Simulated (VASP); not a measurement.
Crystal: HfO2.

```
Hf O
1.0
     0.00000    2.55750    2.55750
     2.55750    0.00000    2.55750
     2.55750    2.55750    0.00000
Hf O
1 2
Direct
  0.00000 0.00000 0.00000
  0.25000 0.25000 0.25000
  0.75000 0.75000 0.75000
```

- Program: VASP 6.6.1
- Task: relaxation of cell and atoms
- Functional: LDA
- Potentials or basis: VASP PAW LDA potentials, release 64 (Hf_pv, O)
- Cutoff: 600 eV
- k mesh: 7 × 7 × 7
- Occupations: gaussian, width 0.01 eV
- Spin: no spin polarisation

At the start: pressure -19.6 GPa; volume 11.15 Å³/atom.

Where does the relaxation end?

Over 4 steps the energy falls by 56.4 meV/atom and the volume is 10.30 Å³/atom (-7.7 %); space group Fm-3m (No. 225, to 0.1 Å) before and after.

The path:
| step | energy change (eV) | largest force (eV/Å) | pressure (GPa) | volume (Å³) |
| --- | --- | --- | --- | --- |
| 1 | 0.0000 | 0.0000 | -19.57 | 33.46 |
| 2 | 0.3005 | 0.0000 | 46.75 | 27.28 |
| 3 | -0.1691 | 0.0000 | -0.81 | 30.96 |
| 4 | -0.1693 | 0.0000 | -0.13 | 30.89 |

Final structure:
```
CELL_PARAMETERS angstrom
0.00000 2.49029 2.49029
2.49029 0.00000 2.49029
2.49029 2.49029 0.00000
ATOMIC_POSITIONS crystal
Hf 0.00000 0.00000 0.00000
O 0.25000 0.25000 0.25000
O 0.75000 0.75000 0.75000
```
